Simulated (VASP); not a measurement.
Input of a VASP 6.6.1 run:

The input INCAR:

```
ALGO = Fast
EDIFF = 1E-7
EDIFFG = -0.04
ENCUT = 600
GGA = PE
IBRION = 2
ISIF = 3
ISMEAR = 0
LASPH = True
LCHARG = False
LREAL = False
LWAVE = False
NELM = 100
NSW = 90
PREC = Accurate
SIGMA = 0.1
```

Contents of KPOINTS:

```
k-points
0
Gamma
  3 3 6
```

The input POSCAR:

```
AlGa3As2
1.0
    6.2008390500      0.0000000000      0.0000000000
   -3.1004195300      5.3700841400      0.0000000000
    0.0000000000      0.0000000000      3.3478065300
Al Ga As
1 3 2
Direct
    0.0000000000      0.0000000000      0.0000000000
    0.5000000000      0.5000000000      0.5000000000
    0.5000000000      0.0000000000      0.5000000000
    0.0000000000      0.5000000000      0.5000000000
    0.6666666700      0.3333333300      0.0000000000
    0.3333333300      0.6666666700      0.0000000000
```

Potentials or basis: VASP PAW PBE potentials, release 64 (Al, Ga_d, As).

Launch:

```bash
$ cat potpaw_PBE.64/Al/POTCAR potpaw_PBE.64/Ga_d/POTCAR potpaw_PBE.64/As/POTCAR > POTCAR
$ mpirun -np 1 vasp_std > vasp.out
```

(1) Estimate the space group after relaxing (to 0.05 Å).

(2) Predict the relaxed cell.

(3) What does it give for the band gap on the k mesh?

(4) What does it give for the relaxed volume?

Results:

(1) P6/mmm (No. 191).

(2) a = 6.656 Å, b = 6.656 Å, c = 3.664 Å, α = 90.00°, β = 90.00°, γ = 120.00°.

(3) zero (band 26 reaches 5.04 eV, above the bottom of band 27 at 3.29 eV).

(4) 23.43 Å³/atom.

Caveat: the k points lie up to 0.36 Å⁻¹ apart in the final cell; the volume moved by over 15 % at a fixed basis, so the end points are rough.
